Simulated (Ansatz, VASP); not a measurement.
# Two plane-wave programs on CaO

Contents of POSCAR:

```
CaO
1.0
    0.0000000000      2.7323762115      2.7323762115
    2.7323762115      0.0000000000      2.7323762115
    2.7323762115      2.7323762115      0.0000000000
Ca O
1 1
Direct
    0.0000000000      0.0000000000      0.0000000000
    0.2500000000      0.2500000000      0.2500000000
```

Contents of INCAR.step1:

```
ALGO = Normal ; EDIFF = 1E-4
ENCUT = 520 ; GGA = PE
ISMEAR = 0 ; LASPH = True
LCHARG = False ; LREAL = False
LWAVE = True ; NBANDS = 15
NELM = 60 ; PREC = Accurate
SIGMA = 0.01
```

The input INCAR.step2:

```
ALGO = Normal ; EDIFF = 1E-7
ENCUT = 520 ; ISIF = 2
ISMEAR = 0 ; ISTART = 1
LASPH = True ; LCHARG = False
LMIXTAU = True ; LREAL = False
LWAVE = False ; METAGGA = R2SCAN
NBANDS = 15 ; NELM = 60
PREC = Accurate ; SIGMA = 0.01
```

File KPOINTS:

```
k-points
0
Gamma
  8 8 8
```

Input for Ansatz:

```yaml
crystal:
  lattice:
    - [0.0, 2.7323762115, 2.7323762115]
    - [2.7323762115, 0.0, 2.7323762115]
    - [2.7323762115, 2.7323762115, 0.0]
  atoms:
    - { symbol: Ca, position: [0.0, 0.0, 0.0] }
    - { symbol: O, position: [0.25, 0.25, 0.25] }
kpoints:
  mp_grid: { grid: [8, 8, 8] }
  band_path:
    path:
      - [0.0, 0.0, 0.0]
      - [-0.5, -0.5, 0.0]
      - [-0.375, -0.375, 0.25]
      - [-0.375, 0.0, 0.375]
      - [0.0, 0.0, 0.5]
      - [-0.5, -0.25, 0.25]
    npoints: 1
hamiltonian:
  xc: r2scan
scf:
  occupations: { method: fixed }
  n_extra_bands: 4
output:
  forces: true
  stress: true
  eigenvalues: true
```

Change from the starting cell: hydrostatic strain +4.8%.

Alike in both runs: task single point; functional r2SCAN; k mesh 8 × 8 × 8; no spin polarisation.

```csv
,VASP,Ansatz
version,VASP 6.6.1,Ansatz 0.2.0
potentials or method,"VASP PAW PBE potentials, release 64 (Ca_sv, O)","plane waves, PAW"
plane-wave cutoff (eV),520,500
occupations,"gaussian, width 0.01 eV",fixed
valence electrons in the cell,16,16
```

|  | VASP | Ansatz | Ansatz less VASP |
| --- | --- | --- | --- |
| gap on the k mesh at the Fermi level (eV) | 3.25 | 3.27 | +0.019 |
| pressure (GPa) | -8.2 | -8.8 | -0.54 |

VASP's potentials were made for PBE, not for r2SCAN.
